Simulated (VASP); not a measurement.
# PbSe (P4/nmm) in VASP: a series of runs, part 2 of 2

VASP 6.6.1. Earlier steps stand in the parts before.

**5. Single point, PBE**

This run uses another cell than the first one, of 30.20 Å³/atom.

File INCAR:

```
PREC = Accurate
ENCUT = 520
EDIFF = 1E-6
ISMEAR = 0
SIGMA = 0.05
LREAL = False
LASPH = True
NELM = 60
ALGO = Normal
ISIF = 2
LWAVE = False
LCHARG = True
GGA = PE
LELF = True
LVHAR = True
NBANDS = 28
```

File KPOINTS:

```
Automatic mesh
0
Gamma
  6 6 8
```

File POSCAR:

```
PbSe
1.0
    5.3494553078      0.0000000000      0.0000000000
    0.0000000000      5.3494553078      0.0000000000
    0.0000000000      0.0000000000      4.2212686564
Pb Se
2 2
Direct
    0.5000000000      0.0000000000      0.3182456201
    0.0000000000      0.5000000000      0.6817543799
    0.0000000000      0.0000000000      0.0000000000
    0.5000000000      0.5000000000      0.0000000000
```

Potentials or basis: VASP PAW PBE potentials, release 64 (Pb_d, Se).

Launch:

```console
$ cat potpaw_PBE.64/Pb_d/POTCAR potpaw_PBE.64/Se/POTCAR > POTCAR
$ mpirun -np 1 vasp_std > vasp.out
```

OUTCAR:

```text
PREC = Accurate
   ENCUT = 520
   EDIFF = 1E-6
   ISMEAR = 0
   LREAL = False
   LASPH = True
   NELM = 60
   ISIF = 2
   GGA = PE

 ion  position               nearest neighbor table
   1  0.500  0.000  0.318-   3 2.99   4 2.99   4 2.99   3 2.99   2 4.08   2 4.08   2 4.08   2 4.08

   2  0.000  0.500  0.682-   3 2.99   4 2.99   3 2.99   4 2.99   1 4.08   1 4.08   1 4.08   1 4.08

   3  0.000  0.000  0.000-   1 2.99   2 2.99   2 2.99   1 2.99
   4  0.500  0.500  0.000-   1 2.99   2 2.99   1 2.99   2 2.99

  LATTYP: Found a simple tetragonal cell.
 ALAT       =     5.3494553078
 C/A-ratio  =     0.7891025186

  Lattice vectors:

 A1 = (   5.3494553078,   0.0000000000,   0.0000000000)
 A2 = (   0.0000000000,   5.3494553078,   0.0000000000)
 A3 = (   0.0000000000,   0.0000000000,   4.2212686564)

Analysis of symmetry for initial positions (statically):
=====================================================================
 Subroutine PRICEL returns:
 Original cell was already a primitive cell.

 Routine SETGRP: Setting up the symmetry group for a
 simple tetragonal supercell.

 Subroutine GETGRP returns: Found 16 space group operations
 (whereof  8 operations were pure point group operations)
 out of a pool of 16 trial point group operations.

The static configuration has the point symmetry D_2d.
 The point group associated with its full space group is D_4h.

Analysis of symmetry for dynamics (positions and initial velocities):
=====================================================================
 Subroutine PRICEL returns:
 Original cell was already a primitive cell.

 Routine SETGRP: Setting up the symmetry group for a
 simple tetragonal supercell.

 Subroutine GETGRP returns: Found 16 space group operations
 (whereof  8 operations were pure point group operations)
 out of a pool of 16 trial point group operations.

The dynamic configuration has the point symmetry D_2d.
[... 121 lines left out ...]
   IALGO  =     38    algorithm
   IMIX   =      4    mixing-type and parameters
     AMIX     =   0.40;   BMIX     =  1.00
     AMIX_MAG =   1.60;   BMIX_MAG =  1.00
  volume/ion in A,a.u.               =      30.20       203.80
  Fermi-wavevector in a.u.,A,eV,Ry     =   1.132594  2.140292 17.453123  1.282768
  Thomas-Fermi vector in A             =   2.269295
   LORBIT       =      0    0 simple, 1 ext, 2 COOP (PROOUT), +10 PAW based schemes
   GGA     = PE    functional components
   LHFCALC =     F    Hartree Fock is set to
   AEXX    =    0.0000 exact exchange contribution
   IVDW    =     0    specifies the selected vdW correction
   LEPSILON=     F    determine dielectric tensor
   LRPA    =     F    only Hartree local field effects (RPA)
 non-spin polarized calculation
 Gauss-broadening in eV      SIGMA  =   0.05
  energy-cutoff  :      520.00
  volume of cell :      120.80
 maximum number of plane-waves:      3280
 NGX is ok and might be reduce to    40
   NGX = 19   NGY = 19   NGZ = 15

 number of electron      40.0000010 magnetization

 Free energy of the ion-electron system (eV)
  ---------------------------------------------------
  ext. energy  EPLUGINS =         0.00000000
  ---------------------------------------------------
  free energy    TOTEN  =       -15.70785976 eV

  energy without entropy =      -15.70785976  energy(sigma->0) =      -15.70785976

 E-fermi :   4.3932     XC(G=0):  -9.3188

 val. band max:        4.1823879174   @ k =   0.5000   0.5000   0.5000
 cond. band min:       4.6116361520   @ k =   0.1667   0.1667   0.3750
 fundamental gap:      0.4292482346
 Fermi energy:         4.3932171390

 k-point     1 :       0.0000    0.0000    0.0000
  band No.  band energies     occupation
      1     -12.4739      2.00000
      2     -12.4605      2.00000
      3     -12.4526      2.00000
      4     -12.4326      2.00000
      5     -12.4326      2.00000
      6     -12.4178      2.00000
[... 733 lines left out ...]
     27      12.3883      0.00000
     28      12.3883      0.00000

 [... further k-points ...]

------------------------ aborting loop because EDIFF is reached ----------------------------------------

  FORCE on cell =-STRESS in cart. coord.  units (eV):
  Direction    XX          YY          ZZ          XY          YZ          ZX
  --------------------------------------------------------------------------------------
  -------------------------------------------------------------------------------------
  Total        0.0269764      0.0269764     -0.0164944      0.0000000      0.0000000      0.0000000
  in kB        0.3577937      0.3577937     -0.2187691      0.0000000      0.0000000      0.0000000
  external PRESSURE =       0.1656061 kB  Pullay stress =       0.0000000 kB

 VOLUME and BASIS-vectors are now :
 -----------------------------------------------------------------------------
  energy-cutoff  :      520.00
  volume of cell :      120.80
      direct lattice vectors                 reciprocal lattice vectors
     5.349455308  0.000000000  0.000000000     0.186934920  0.000000000  0.000000000
     0.000000000  5.349455308  0.000000000     0.000000000  0.186934920  0.000000000
     0.000000000  0.000000000  4.221268656     0.000000000  0.000000000  0.236895607

 POSITION                                       TOTAL-FORCE (eV/Angst)
 -----------------------------------------------------------------------------------
      2.67473      0.00000      1.34340         0.000000      0.000000      0.006632
      0.00000      2.67473      2.87787         0.000000      0.000000     -0.006632
      0.00000      0.00000      0.00000        -0.000000      0.000000      0.000000
      2.67473      2.67473      0.00000         0.000000     -0.000000      0.000000
 -----------------------------------------------------------------------------------
    total drift:                               -0.000000      0.000000      0.000000

  FREE ENERGIE OF THE ION-ELECTRON SYSTEM (eV)
  ---------------------------------------------------
  free  energy   TOTEN  =       -15.7078597575 eV

  energy  without entropy=      -15.7078597575  energy(sigma->0) =      -15.70785976
```

OSZICAR:

```text
N       E                     dE             d eps       ncg     rms          rms(c)
DAV:   1     0.397935954847E+03    0.39794E+03   -0.18630E+04  2800   0.149E+03
DAV:   2     0.263344534554E+02   -0.37160E+03   -0.36103E+03  2824   0.388E+02
DAV:   3    -0.147101020734E+02   -0.41045E+02   -0.39971E+02  3652   0.145E+02
DAV:   4    -0.164938114609E+02   -0.17837E+01   -0.17780E+01  3224   0.321E+01
DAV:   5    -0.165574805933E+02   -0.63669E-01   -0.63663E-01  3660   0.651E+00    0.409E+00
DAV:   6    -0.157168881111E+02    0.84059E+00   -0.19673E+00  3884   0.835E+00    0.211E+00
DAV:   7    -0.157075313486E+02    0.93568E-02   -0.40379E-01  3208   0.254E+00    0.132E+00
DAV:   8    -0.157123625964E+02   -0.48312E-02   -0.64967E-02  3772   0.204E+00    0.359E-01
DAV:   9    -0.157075882879E+02    0.47743E-02   -0.19418E-02  3852   0.101E+00    0.101E-01
DAV:  10    -0.157078252611E+02   -0.23697E-03   -0.16243E-03  3440   0.189E-01    0.419E-02
DAV:  11    -0.157078600396E+02   -0.34778E-04   -0.14033E-04  3724   0.904E-02    0.141E-02
DAV:  12    -0.157078599242E+02    0.11534E-06   -0.15608E-05  3336   0.224E-02    0.223E-03
DAV:  13    -0.157078597575E+02    0.16677E-06   -0.10474E-06  2024   0.762E-03
   1 F= -.15707860E+02 E0= -.15707860E+02  d E =-.817306E-11
```

stdout:

```text
POSCAR found type information on POSCAR PbSe
 POSCAR found :  2 types and       4 ions
 scaLAPACK will be used
 LDA part: xc-table for (Slater+PW92), standard interpolation
 POSCAR, INCAR and KPOINTS ok, starting setup
 FFT: planning ... GRIDC
 FFT: planning ... GRID_SOFT
 FFT: planning ... GRID
 WAVECAR not read
 entering main loop
```

It took 93 s on 1 thread of AMD EPYC 9R45 (Zen 5), shared host; peak memory 0.27 GiB.

Results:

```
Free energy            : -15.7079 eV
Pressure               : 0.0 GPa
Largest force          : 0.007 eV/Å
Band gap on the k mesh : 0.43 eV (least direct gap 0.88 eV)
```

Forces in eV/Å, atoms in the order of the input:
```
Pb   0.000  0.000  0.007
Pb   0.000  0.000 -0.007
Se   0.000  0.000  0.000
Se   0.000  0.000  0.000
```

Caveat: spin-orbit coupling is left out, which moves the levels of the heavy elements.

**6. Summary**

| cell | gap on the mesh (eV) | pressure (GPa) | largest force (eV/Å) |
| --- | --- | --- | --- |
| a = 5.305, b = 5.305, c = 4.057 Å, 4 atoms, atomic positions A | 0.29 | 1.3 | 0.01 |
| a = 5.318, b = 5.318, c = 4.100 Å, 4 atoms, atomic positions B | 0.33 | 0.9 | 0.01 |
| a = 5.334, b = 5.334, c = 4.161 Å, 4 atoms, atomic positions C | 0.38 | 0.4 | - |
| a = 5.349, b = 5.349, c = 4.221 Å, 4 atoms, atomic positions D | 0.43 | 0.0 | 0.01 |

Alike in all rows: task single point; level PBE; potentials or basis VASP PAW PBE potentials, release 64 (Pb_d, Se); no spin polarisation; k mesh 6 × 6 × 8; cutoff (eV) 520; smearing gaussian 0.05 eV.

Caveats: spin-orbit coupling is left out, which moves the levels of the heavy elements.

Total energies depend on the potentials used, so only differences within one code and one set of settings carry meaning.
